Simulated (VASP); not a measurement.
# Sr (Fm-3m) in VASP: notebook

Sr is run at these levels: PBE; tasks: single point, relaxation of cell and atoms.

Program: VASP 6.6.1. These are calculated values, not measurements. Logs are shortened: lines on timing, memory, paths and dates and some standing lists are left out, and cuts for length are marked.

## (1) The cell of the first run

It takes space group Fm-3m (No. 225, cubic). The conventional cell has a = 6.026 Å, b = 6.026 Å, c = 6.026 Å, α = 90.00°, β = 90.00°, γ = 90.00°. Within 5.6 Å of Sr (site symmetry m-3m) lie 12 Sr at 4.26 Å.

## (2) Single point, PBE

INCAR

```
  PREC = Accurate
  ENCUT = 520
  EDIFF = 1E-6
  ISMEAR = 0
  SIGMA = 0.1
  LREAL = F
  LASPH = T
  NELM = 80
  ALGO = Normal
  ISIF = 2
  LWAVE = F
  LCHARG = F
  GGA = PE
  NBANDS = 11
```

KPOINTS

```
Automatic mesh
0
Gamma
  12 12 12
```

POSCAR

```
Sr
1.0
    0.0000000000      3.0128200907      3.0128200907
    3.0128200907      0.0000000000      3.0128200907
    3.0128200907      3.0128200907      0.0000000000
Sr
1
Direct
    0.0000000000      0.0000000000      0.0000000000
```

Potentials or basis: VASP PAW PBE potentials, release 64 (Sr_sv).

Started as:

```
> cat potpaw_PBE.64/Sr_sv/POTCAR > POTCAR
> mpirun -np 1 vasp_std > vasp.out
```

OUTCAR:

```text
PREC = Accurate
   ENCUT = 520
   EDIFF = 1E-6
   ISMEAR = 0
   LREAL = F
   LASPH = T
   NELM = 80
   ISIF = 2
   GGA = PE

 ion  position               nearest neighbor table
   1  0.000  0.000  0.000-

  LATTYP: Found a face centered cubic cell.
 ALAT       =     6.0256401814

  Lattice vectors:

 A1 = (   0.0000000000,   3.0128200907,   3.0128200907)
 A2 = (   3.0128200907,   0.0000000000,   3.0128200907)
 A3 = (   3.0128200907,   3.0128200907,   0.0000000000)

Analysis of symmetry for initial positions (statically):
=====================================================================
 Subroutine PRICEL returns:
 Original cell was already a primitive cell.

 Routine SETGRP: Setting up the symmetry group for a
 face centered cubic supercell.

 Subroutine GETGRP returns: Found 48 space group operations
 (whereof 48 operations were pure point group operations)
 out of a pool of 48 trial point group operations.

The static configuration has the point symmetry O_h .

Analysis of symmetry for dynamics (positions and initial velocities):
=====================================================================
 Subroutine PRICEL returns:
 Original cell was already a primitive cell.

 Routine SETGRP: Setting up the symmetry group for a
 face centered cubic supercell.

 Subroutine GETGRP returns: Found 48 space group operations
 (whereof 48 operations were pure point group operations)
 out of a pool of 48 trial point group operations.

The dynamic configuration has the point symmetry O_h .

 Subroutine INISYM returns: Found 48 space group operations
 (whereof 48 operations are pure point group operations),
 and found     1 'primitive' translations

----------------------------------------------------------------------------------------

                                     Primitive cell

  volume of cell :      54.6952

  direct lattice vectors                    reciprocal lattice vectors
     0.000000000  3.012820091  3.012820091    -0.165957470  0.165957470  0.165957470
     3.012820091  0.000000000  3.012820091     0.165957470 -0.165957470  0.165957470
     3.012820091  3.012820091  0.000000000     0.165957470  0.165957470 -0.165957470

  length of vectors
     4.260771033  4.260771033  4.260771033     0.287446770  0.287446770  0.287446770

  position of ions in fractional coordinates (direct lattice)
     0.000000000  0.000000000  0.000000000

  ion indices of the primitive-cell ions
   primitive index   ion index
[... 73 lines left out ...]
   EDIFF  = 0.1E-05   stopping-criterion for ELM
   LREAL  =      F    real-space projection
   EDIFFG = 0.1E-04   stopping-criterion for IOM
   NSW    =      0    number of steps for IOM
   IBRION =     -1    ionic relax: 0-MD 1-quasi-New 2-CG
   NFREE  =      0    steps in history (QN), initial steepest desc. (CG)
   ISIF   =      2    stress and relaxation
   ISYM   =      2    0-nonsym 1-usesym 2-fastsym
   POTIM  = 0.5000    time-step for ionic-motion
   TEBEG  =    0.0;   TEEND  =   0.0 temperature during run
   PSTRESS=    0.0 pullay stress
   NELECT =      10.0000    total number of electrons
   NUPDOWN=      -1.0000    fix difference up-down
   EMIN   =  10.00;   EMAX   =-10.00  energy-range for DOS
   EFERMI =   0.00;   METHOD = LEGACY
   ISMEAR =     0;   SIGMA  =   0.10  broadening in eV -4-tet -1-fermi 0-gaus
   EFERMI_NEDOS =   21; number of points for ismear=-14 and -15
   IALGO  =     38    algorithm
   IMIX   =      4    mixing-type and parameters
     AMIX     =   0.40;   BMIX     =  1.00
     AMIX_MAG =   1.60;   BMIX_MAG =  1.00
  volume/ion in A,a.u.               =      54.70       369.10
  Fermi-wavevector in a.u.,A,eV,Ry     =   0.929162  1.755862 11.746492  0.863343
  Thomas-Fermi vector in A             =   2.055416
   LORBIT       =      0    0 simple, 1 ext, 2 COOP (PROOUT), +10 PAW based schemes
   GGA     = PE    functional components
   LHFCALC =     F    Hartree Fock is set to
   AEXX    =    0.0000 exact exchange contribution
   IVDW    =     0    specifies the selected vdW correction
   LEPSILON=     F    determine dielectric tensor
   LRPA    =     F    only Hartree local field effects (RPA)
 non-spin polarized calculation
 Gauss-broadening in eV      SIGMA  =   0.10
  energy-cutoff  :      520.00
  volume of cell :       54.70
 maximum number of plane-waves:      1488
   NGX = 15   NGY = 15   NGZ = 15

 number of electron      10.0000000 magnetization

 Free energy of the ion-electron system (eV)
  ---------------------------------------------------
  ext. energy  EPLUGINS =         0.00000000
  ---------------------------------------------------
  free energy    TOTEN  =        -1.64012429 eV

  energy without entropy =       -1.63270500  energy(sigma->0) =       -1.63641464

 E-fermi :   1.6020     XC(G=0):  -7.3663

 val. band max:        1.5941906597   @ k =  -0.3333   0.3333   0.1667
 cond. band min:       1.6113167123   @ k =  -0.4167   0.2500   0.0000
 fundamental gap:      0.0171260526
 Fermi energy:         1.6020318696

 k-point     1 :       0.0000    0.0000    0.0000
  band No.  band energies     occupation
      1     -35.0052      2.00000
      2     -16.8921      2.00000
      3     -16.8921      2.00000
      4     -16.8921      2.00000
      5      -2.0510      2.00000
      6       3.9523      0.00000
      7       3.9523      0.00000
      8       3.9523      0.00000
      9       5.4268      0.00000
     10       5.4268      0.00000
     11       8.7238      0.00000
[... 309 lines left out ...]
 k-point    24 :      -0.4167    0.1667    0.0000
  band No.  band energies     occupation
      1     -34.9895      2.00000
      2     -17.0728      2.00000
      3     -16.9554      2.00000
      4     -16.9268      2.00000
      5       0.8341      2.00000
      6       1.6952      0.18783
      7       3.1981      0.00000
      8       4.1176      0.00000
      9       6.1710      0.00000
     10       6.4373      0.00000
     11       7.1182      0.00000

 [... further k-points ...]
[... 5 lines left out ...]
  --------------------------------------------------------------------------------------
  -------------------------------------------------------------------------------------
  Total        0.0054874      0.0054874      0.0054874      0.0000000      0.0000000     -0.0000000
  in kB        0.1607426      0.1607426      0.1607426      0.0000000      0.0000000     -0.0000000
  external PRESSURE =       0.1607426 kB  Pullay stress =       0.0000000 kB

 VOLUME and BASIS-vectors are now :
 -----------------------------------------------------------------------------
  energy-cutoff  :      520.00
  volume of cell :       54.70
      direct lattice vectors                 reciprocal lattice vectors
     0.000000000  3.012820091  3.012820091    -0.165957470  0.165957470  0.165957470
     3.012820091  0.000000000  3.012820091     0.165957470 -0.165957470  0.165957470
     3.012820091  3.012820091  0.000000000     0.165957470  0.165957470 -0.165957470

 POSITION                                       TOTAL-FORCE (eV/Angst)
 -----------------------------------------------------------------------------------
      0.00000      0.00000      0.00000         0.000000      0.000000     -0.000000
 -----------------------------------------------------------------------------------
    total drift:                                0.000000      0.000000      0.000000

  FREE ENERGIE OF THE ION-ELECTRON SYSTEM (eV)
  ---------------------------------------------------
  free  energy   TOTEN  =        -1.6401242900 eV

  energy  without entropy=       -1.6327049967  energy(sigma->0) =       -1.63641464
```

It took 11 s on 1 thread of Intel Xeon 6975P-C (Granite Rapids), shared host; peak memory 0.19 GiB.

Results:

* Free energy: -1.6401 eV
* Pressure: 0.0 GPa
* Band gap on the k mesh: zero (band 5 reaches 1.66 eV, above the bottom of band 6 at 1.61 eV)

Levels at points of the mesh, in eV from the Fermi level:
```
           k point  band 1  band 2  band 3  band 4  band 5  band 6  band 7  band 8  band 9  band 10
(0.00, 0.00, 0.00)  -36.61  -18.49  -18.49  -18.49   -3.65    2.35    2.35    2.35    3.82     3.82
(0.50, 0.00, 0.00)  -36.59  -18.69  -18.52  -18.52   -1.12    0.07    2.19    2.19    4.87     4.87
(0.50, 0.50, 0.00)  -36.59  -18.68  -18.57  -18.57   -0.65    0.34    1.07    4.88    5.18     5.18
```

## (3) Relaxation of cell and atoms, PBE

This run uses another cell than the first one, of 56.32 Å³/atom, 1.030 times its volume.

INCAR

```
SYSTEM = Sr
ALGO = Normal
EDIFF = 1E-6
EDIFFG = -0.005
ENCUT = 600
GGA = PE
IBRION = 2
ISIF = 3
ISMEAR = 0
LASPH = .True.
LCHARG = .False.
LREAL = .False.
LWAVE = .False.
NELM = 60
NSW = 100
PREC = Accurate
SIGMA = 0.1
```

KPOINTS

```
k-points
0
Gamma
  12 12 12
  0 0 0
```

POSCAR

```
Sr
1.0
    0.0000000000      3.0423500000      3.0423500000
    3.0423500000      0.0000000000      3.0423500000
    3.0423500000      3.0423500000      0.0000000000
Sr
1
Direct
    0.0000000000      0.0000000000      0.0000000000
```

Potentials or basis: VASP PAW PBE potentials, release 64 (Sr_sv).

Started as:

```
> cat potpaw_PBE.64/Sr_sv/POTCAR > POTCAR
> mpirun -np 1 vasp_std > vasp.out
```

It took 36 s on 1 thread of Intel Xeon 6975P-C (Granite Rapids), shared host; peak memory 0.22 GiB.

The run converged. Its results:

```
Free energy                            : -1.6401 eV
Relaxed volume                         : 54.83 Å³/atom
Relaxed cell                           : a = 4.264 Å, b = 4.264 Å, c = 4.264 Å, α = 60.00°, β = 60.00°, γ = 60.00°
Space group after relaxing (to 0.05 Å) : Fm-3m (No. 225)
Energy gained by relaxing              : 1.5 meV/atom
Ionic steps                            : 3
Pressure after relaxing                : 0.0 GPa
Band gap on the k mesh                 : zero (band 5 reaches 1.66 eV, above the bottom of band 6 at 1.60 eV)
```

Step by step:
```
step  energy change (eV)  largest force (eV/Å)  pressure (GPa)  volume (Å³)
   1              0.0000                0.0000           -0.31        56.32
   2             -0.0012                0.0000           -0.13        55.43
   3             -0.0015                0.0000            0.00        54.83
```

Final structure:
```cif
data_structure
_symmetry_space_group_name_H-M 'P 1'
_symmetry_Int_Tables_number 1
_cell_length_a 4.2643
_cell_length_b 4.2643
_cell_length_c 4.2643
_cell_angle_alpha 60.000
_cell_angle_beta 60.000
_cell_angle_gamma 60.000
_cell_volume 54.83
loop_
_atom_site_label
_atom_site_type_symbol
_atom_site_fract_x
_atom_site_fract_y
_atom_site_fract_z
_atom_site_occupancy
Sr1 Sr 0.00000 0.00000 0.00000 1
```

Levels at points of the mesh, in eV from the Fermi level:
```csv
k point,band 2,band 3,band 4,band 5,band 6,band 7,band 8,band 9
"(0.00, 0.00, 0.00)",-18.50,-18.50,-18.50,-3.65,2.35,2.35,2.35,3.82
"(0.50, 0.00, 0.00)",-18.70,-18.53,-18.53,-1.12,0.07,2.19,2.19,4.86
"(0.50, 0.50, 0.00)",-18.69,-18.57,-18.57,-0.64,0.34,1.06,4.87,5.17
```

## (4) Relaxation of cell and atoms, PBE, target pressure -1 GPa, at which the enthalpy is minimised

This run uses another cell than the first one, of 55.24 Å³/atom, 1.010 times its volume.

INCAR

```
PREC = Accurate ; ENCUT = 600
EDIFF = 1E-6 ; ISMEAR = 0
SIGMA = 0.1 ; LREAL = F
LASPH = T ; NELM = 100
ALGO = Normal ; ISIF = 3
LWAVE = F ; LCHARG = F
GGA = PE ; IBRION = 2
NSW = 70 ; EDIFFG = -0.008
PSTRESS = -10.0
```

KPOINTS

```
Automatic mesh
0
Gamma
  12 12 12
```

POSCAR

```
Sr
1.0
    0.0000000000      3.0227592043      3.0227592043
    3.0227592043      0.0000000000      3.0227592043
    3.0227592043      3.0227592043      0.0000000000
Sr
1
Direct
    0.0000000000      0.0000000000      0.0000000000
```

Started as:

```
> cat potpaw_PBE.64/Sr_sv/POTCAR > POTCAR
> mpirun -np 1 vasp_std > vasp.out
```

Wall time 2.6 min (1 thread of AMD EPYC 7R43 (Zen 3), shared host); peak memory 0.18 GiB.

It converged, with:

```yaml
Free_energy: -1.6204 eV
Relaxed_volume: 60.69 Å³/atom
Relaxed_cell: a = 4.411 Å, b = 4.411 Å, c = 4.411 Å, α = 60.00°, β = 60.00°, γ = 60.00°
Space_group_after_relaxing_to_0.05_Å: Fm-3m (No. 225)
Energy_change_on_relaxing_the_enthalpy_is_what_falls: +19.5 meV/atom
Ionic_steps: 5
Pressure_after_relaxing: -1.0 GPa
Band_gap_on_the_k_mesh: zero (band 5 reaches 1.38 eV, above the bottom of band 6 at 1.22 eV)
```

The path:
| step | energy change (eV) | largest force (eV/Å) | pressure (GPa) | volume (Å³) |
| --- | --- | --- | --- | --- |
| 1 | 0.0000 | 0.0000 | -0.10 | 55.24 |
| 2 | 0.0052 | 0.0000 | -0.54 | 57.75 |
| 3 | 0.0351 | 0.0000 | -1.26 | 62.89 |
| 4 | 0.0207 | 0.0000 | -1.02 | 60.87 |
| 5 | 0.0195 | 0.0000 | -0.99 | 60.69 |

Final structure:
```
Sr
1.0
     0.00000    3.11904    3.11904
     3.11904    0.00000    3.11904
     3.11904    3.11904    0.00000
Sr
1
Cartesian
  0.0000 0.0000 0.0000
```

Levels at points of the mesh, in eV from the Fermi level:
```
           k point  band 1  band 2  band 3  band 4  band 5  band 6  band 7  band 8  band 9
(0.00, 0.00, 0.00)  -36.80  -18.70  -18.70  -18.70   -3.48    2.25    2.25    2.25    3.57
(0.50, 0.00, 0.00)  -36.79  -18.84  -18.72  -18.72   -1.06   -0.02    2.11    2.11    4.49
(0.50, 0.50, 0.00)  -36.79  -18.83  -18.75  -18.75   -0.53    0.43    0.88    4.50    4.76
```

Caveat: the cell is relaxed towards a set pressure, so the enthalpy falls and the energy may rise. Zero-point motion and thermal expansion aren't in these numbers.

## (5) Relaxation of cell and atoms, PBE, target pressure 12 GPa, at which the enthalpy is minimised

This run uses another cell than the first one, of 40.14 Å³/atom, 0.734 times its volume.

INCAR

```
SYSTEM = Sr
PREC = Accurate
ENCUT = 600
EDIFF = 1E-6
ISMEAR = 0
SIGMA = 0.1
LREAL = .False.
LASPH = .True.
NELM = 80
ALGO = Normal
ISIF = 3
LWAVE = .False.
LCHARG = .False.
GGA = PE
IBRION = 2
NSW = 70
EDIFFG = -0.008
PSTRESS = 120.0
```

KPOINTS

```
regular mesh
0
Gamma
  14 14 14
  0 0 0
```

POSCAR

```
Sr
1.0
    0.0000000000      2.7176367291      2.7176367291
    2.7176367291      0.0000000000      2.7176367291
    2.7176367291      2.7176367291      0.0000000000
Sr
1
Direct
    0.0000000000      0.0000000000      0.0000000000
```

Started as:

```
> cat potpaw_PBE.64/Sr_sv/POTCAR > POTCAR
> mpirun -np 1 vasp_std > vasp.out
```

Run time: 96 s. Hardware: 1 thread of AMD EPYC 7R43 (Zen 3), shared host; peak memory 0.17 GiB.

The run converged. Its results:

| Property | Result |
| --- | --- |
| Free energy | -1.0683 eV |
| Relaxed volume | 33.84 Å³/atom |
| Relaxed cell | a = 3.631 Å, b = 3.631 Å, c = 3.631 Å, α = 60.00°, β = 60.00°, γ = 60.00° |
| Space group after relaxing (to 0.05 Å) | Fm-3m (No. 225) |
| Energy change on relaxing (the enthalpy is what falls) | +348.0 meV/atom |
| Ionic steps | 3 |
| Pressure after relaxing | 12.0 GPa |
| Band gap on the k mesh | zero (band 5 reaches 3.65 eV, above the bottom of band 6 at 3.31 eV) |

The path:
| step | energy change (eV) | largest force (eV/Å) | pressure (GPa) | volume (Å³) |
| --- | --- | --- | --- | --- |
| 1 | 0.0000 | 0.0000 | 6.17 | 40.14 |
| 2 | 0.4780 | 0.0000 | 14.11 | 32.24 |
| 3 | 0.3480 | 0.0000 | 12.01 | 33.84 |

Final structure:
```xyz
1
Lattice="0.0000 2.5673 2.5673 2.5673 0.0000 2.5673 2.5673 2.5673 0.0000" Properties=species:S:1:pos:R:3 pbc="T T T"
Sr    0.0000    0.0000    0.0000
```

Levels at points of the mesh, in eV from the Fermi level:
```csv
k point,band 3,band 4,band 5,band 6,band 7,band 8
"(0.00, 0.00, 0.00)",-17.42,-17.42,-4.15,2.88,2.88,2.88
"(0.50, 0.00, 0.00)",-17.54,-17.54,-1.37,1.34,2.60,2.60
"(0.50, 0.50, 0.00)",-17.75,-17.75,-1.35,-0.23,2.95,7.14
```

Caveat: the cell is relaxed towards a set pressure, so the enthalpy falls and the energy may rise; the volume moved by over 15 % at a fixed basis, so the end points are rough.

## (6) The runs side by side

```tsv
task	cell	k mesh	cutoff (eV)	gap on the mesh (eV)	pressure (GPa)
single point	a = 4.261 Å, angles 60.0°, 1 atom	12 × 12 × 12	520	none	0.0
relaxation of cell and atoms	relaxed from a = 4.303 Å, angles 60.0°, 1 atom	12 × 12 × 12	600	none	0.0
relaxation of cell and atoms	relaxed to -1 GPa from a = 4.275 Å, angles 60.0°, 1 atom	12 × 12 × 12	600	none	-1.0
relaxation of cell and atoms	relaxed to 12 GPa from a = 3.843 Å, angles 60.0°, 1 atom	14 × 14 × 14	600	none	12.0
```

Alike in all rows: level PBE; potentials or basis VASP PAW PBE potentials, release 64 (Sr_sv); no spin polarisation; smearing gaussian 0.1 eV.

Caveats: the cell is relaxed towards a set pressure, so the enthalpy falls and the energy may rise (some runs); the volume moved by over 15 % at a fixed basis, so the end points are rough (some runs).

Absolute energies hang on the potentials; compare differences alone.
